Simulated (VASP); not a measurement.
BN, 4 atoms in the cell. It takes space group P6_3/mmc (No. 194, hexagonal). The conventional cell has a = 2.385 Å, b = 2.385 Å, c = 7.379 Å, α = 90.00°, β = 90.00°, γ = 120.00°. Within 1.8 Å of B (site symmetry -6m2) lie 3 N at 1.38 Å. Within 1.8 Å of N (site symmetry -6m2) lie 3 B at 1.38 Å.  This cell differs from its parent crystal: volume 9.089 Å^3 an atom, c/a of the conventional cell 3.0939.

```yaml
Program: VASP 6.6.1
Task: single point
Functional: PBEsol
Potentials_or_basis: VASP PAW PBE potentials, release 64 (B, N)
Cutoff: 520 eV
k_mesh: 12 × 12 × 4
Occupations: gaussian, width 0.05 eV
Spin: no spin polarisation
Dipole_correction: no
Further_INCAR_settings: ALGO = Normal; EDIFF = 1e-06; NBANDS = 16
```

Potentials or basis: VASP PAW PBE potentials, release 64 (B, N).

Launch:

```bash
$ cat potpaw_PBE.64/B/POTCAR potpaw_PBE.64/N/POTCAR > POTCAR
$ mpirun -np 1 vasp_std > vasp.out
```

Hardware: 1 thread of AMD EPYC 7R13 Processor (Zen 3) (shared host).

How long does it take, and how much memory?

Wall time 18 s on 1 thread of AMD EPYC 7R13 Processor (Zen 3), with other jobs on the host, peak memory 0.13 GiB. Counts: scf iterations 13, k points 57.
